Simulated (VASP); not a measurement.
Write the native input for VASP 6.6.1 that does the following.

```yaml
Task: single point
Functional: PBE
Potentials_or_basis: VASP PAW PBE potentials, release 64 (Ti_sv, Be)
Cutoff: 400 eV
k_mesh: 1 × 1 × 1, shifted
Occupations: fermi-dirac, width 0.0931 eV
Spin: no spin polarisation
Dipole_correction: no
Mended: yes
Further_INCAR_settings: LREAL = Auto; ALGO = Normal; EDIFF = 1e-06; NBANDS = 95; ISYM = -1
```

The structure of Ti13Be3 lies in POSCAR:

```
Ti13Be3
1.0
    6.1453290000      0.1157260000     -0.0247540000
    0.1157260000      6.2830310000     -0.1349560000
   -0.0247540000     -0.1349560000      6.3427070000
Ti Be
13 3
Direct
    0.3015749421      0.1264239679      0.1217490985
    0.5959605985      1.0119919865      0.7807519406
    0.3735999999      0.2557470887      0.5286620836
    0.5658876021      0.9162841916      0.2790012263
    0.9135364369      0.7471863005     -0.0197204513
    0.3142252412      0.7082921689      0.6158724673
    0.5775024036      0.4938413761      0.2685447004
    0.8538607924      0.1786389910      0.0671271547
    0.0547848873      0.5037452843      0.2900372970
    0.6063584198      0.4593580924      0.8703100943
    0.1765282225      0.4102695868      0.8508064651
    0.8701331281      0.2041559612      0.5415487973
    0.8465820217      0.6826317380      0.6080346357
    0.3407541611      0.7056991480      0.0551493807
    0.1270089167      0.9996530120      0.7974235844
    0.1286083470      0.8903984061      0.3615112882
```

These files were run (other wordings do the same):

INCAR

```
SYSTEM = Ti13Be3
PREC     = Accurate       ! precision mode
ENCUT    = 400            ! plane-wave cutoff, eV
EDIFF    = 1E-6           ! SCF threshold, eV
ISMEAR   = -1             ! smearing method
SIGMA    = 0.0931         ! smearing width, eV
LREAL    = Auto         
LASPH    = .TRUE.         ! aspherical terms in the spheres
NELM     = 120            ! most SCF steps
ALGO     = Normal         ! electronic algorithm
ISIF     = 2              ! what is computed and relaxed
LWAVE    = .FALSE.        ! write WAVECAR
LCHARG   = .FALSE.        ! write CHGCAR
GGA      = PE             ! functional
ISYM     = -1           
NBANDS   = 95             ! bands
GGA_COMPAT= .FALSE.
```

KPOINTS

```
explicit points
1
Reciprocal
  0.25000000   0.25000000   0.25000000 1
```

Potentials or basis: VASP PAW PBE potentials, release 64 (Ti_sv, Be).

The run is started by

```sh
$ cat potpaw_PBE.64/Ti_sv/POTCAR potpaw_PBE.64/Be/POTCAR > POTCAR
$ mpirun -np 1 vasp_std > vasp.out
```

It gave:

```yaml
Pressure: 4.3 GPa
Largest_force: 2.306 eV/Å
```

Caveat: the atoms stand as in a frame of molecular dynamics.

It took 43 s on 1 thread of Intel(R) Xeon(R) 6975P-C (Granite Rapids), on a shared host, peak memory 0.24 GiB.
